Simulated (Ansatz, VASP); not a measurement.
Two plane-wave programs on TiSi

The input POSCAR:

```
TiSi
1.0
    1.8161780000     -2.1176240000      0.0000000000
    1.8161780000      2.1176240000      0.0000000000
    0.0000000000      0.0000000000      3.8039340000
Ti Si
1 1
Direct
    0.5000000000      0.5000000000      0.0000000000
    0.0000000000      0.0000000000      0.5000000000
```

Contents of INCAR.step1:

```
ALGO = Normal
EDIFF = 1E-4
ENCUT = 520
GGA = PE
ISMEAR = 0
LASPH = True
LCHARG = False
LREAL = False
LWAVE = True
NBANDS = 15
NELM = 80
PREC = Accurate
SIGMA = 0.15
```

INCAR.step2

```
ALGO = Normal
EDIFF = 1E-6
ENCUT = 520
ISIF = 2
ISMEAR = 0
ISTART = 1
LASPH = True
LCHARG = False
LMIXTAU = True
LREAL = False
LWAVE = False
METAGGA = R2SCAN
NBANDS = 15
NELM = 80
PREC = Accurate
SIGMA = 0.15
```

The input KPOINTS:

```
k-points
0
Gamma
  18 18 12
```

Input for Ansatz:

```yaml
crystal:
  lattice:
    - [1.816178, -2.117624, 0.0]
    - [1.816178, 2.117624, 0.0]
    - [0.0, 0.0, 3.803934]
  atoms:
    - { symbol: Ti, position: [0.5, 0.5, 0.0] }
    - { symbol: Si, position: [0.0, 0.0, 0.5] }
basis:
  ecutwfc: 500
kpoints:
  mp_grid: { grid: [18, 18, 12] }
hamiltonian:
  xc: r2scan
scf:
  occupations: { method: gaussian, width: 0.15 }
output:
  forces: true
  stress: true
  eigenvalues: true
```

Alike in both runs: task single point; functional r2SCAN; k mesh 18 × 18 × 12; occupations gaussian, width 0.15 eV; no spin polarisation.

|  | VASP | Ansatz |
| --- | --- | --- |
| version | VASP 6.6.1 | Ansatz 0.2.0 |
| potentials or method | VASP PAW PBE potentials, release 64 (Ti_sv, Si), cutoff 520 eV | scalar-relativistic, plane waves, PAW |
| valence electrons in the cell | 16 | 16 |

```tsv
	VASP	Ansatz	Ansatz less VASP
gap on the k mesh at the Fermi level (eV)	none	none	-
pressure (GPa)	-1.5	-1.9	-0.38
traceless stress, the component that is largest in VASP (GPa)	-0.71	-0.80	-0.084
```

VASP's potentials were made for PBE, not for r2SCAN. A gap of «none» marks a metal or a gap that the smearing closes. With one functional, cell and mesh, what is left measures potentials, basis and numerics.
